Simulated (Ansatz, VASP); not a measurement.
**One calculation of RbBr, two programs**

File INCAR:

```
SYSTEM = RbBr
PREC = Accurate
ENCUT = 520
EDIFF = 1E-6
ISMEAR = -1
SIGMA = 0.02
LREAL = .False.
LASPH = .True.
NELM = 60
ALGO = Normal
ISIF = 2
LWAVE = .False.
LCHARG = .False.
GGA = PE
NBANDS = 15
```

KPOINTS

```
regular mesh
0
Gamma
  6 6 6
  0 0 0
```

The input POSCAR:

```
RbBr
1.0
    0.2615355565      3.5385917975      3.5385917975
    3.5385917975      0.2615355565      3.5385917975
    3.5385917975      3.5385917975      0.2615355565
Rb Br
1 1
Direct
    0.0000000000      0.0000000000      0.0000000000
    0.5000000000      0.5000000000      0.5000000000
```

Input for Ansatz:

```yaml
crystal:
  lattice:
    - [0.2615355565, 3.5385917975, 3.5385917975]
    - [3.5385917975, 0.2615355565, 3.5385917975]
    - [3.5385917975, 3.5385917975, 0.2615355565]
  atoms:
    - { symbol: Rb, position: [0.0, 0.0, 0.0] }
    - { symbol: Br, position: [0.5, 0.5, 0.5] }
kpoints:
  mp_grid: { grid: [6, 6, 6] }
  band_path:
    path:
      - [0.0, 0.0, 0.0]
      - [0.5, 0.0, 0.5]
      - [0.625, 0.25, 0.625]
      - [0.375, 0.375, 0.75]
      - [0.5, 0.5, 0.5]
      - [0.5, 0.25, 0.75]
    npoints: 1
hamiltonian:
  xc: pbe
scf:
  occupations: { method: fermi_dirac, width: 0.02 }
  n_extra_bands: 4
output:
  forces: true
  stress: true
  eigenvalues: true
```

Change from the starting cell: epitaxial_111 strain -5.3%.

Alike in both runs: task single point; functional PBE; k mesh 6 × 6 × 6; occupations fermi-dirac, width 0.02 eV; no spin polarisation.

|  | VASP | Ansatz |
| --- | --- | --- |
| version | VASP 6.6.1 | Ansatz 0.2.0 |
| potentials or method | VASP PAW PBE potentials, release 64 (Rb_sv, Br) | plane waves, PAW |
| plane-wave cutoff (eV) | 520 | 420 |
| valence electrons in the cell | 16 | 16 |

Ansatz gave:

| Item | Value |
| --- | --- |
| gap on the k mesh at the Fermi level (eV) | 4.28 |
| pressure (GPa) | 1.3 |
| traceless stress, the component that is largest in VASP (GPa) | -0.35 |

Question: What did VASP give for the same quantities?

Answer: gap on the k mesh at the Fermi level (eV): 4.27; pressure (GPa): 1.3; traceless stress, the component that is largest in VASP (GPa): -0.35.

With one functional, cell and mesh, what is left measures potentials, basis and numerics.
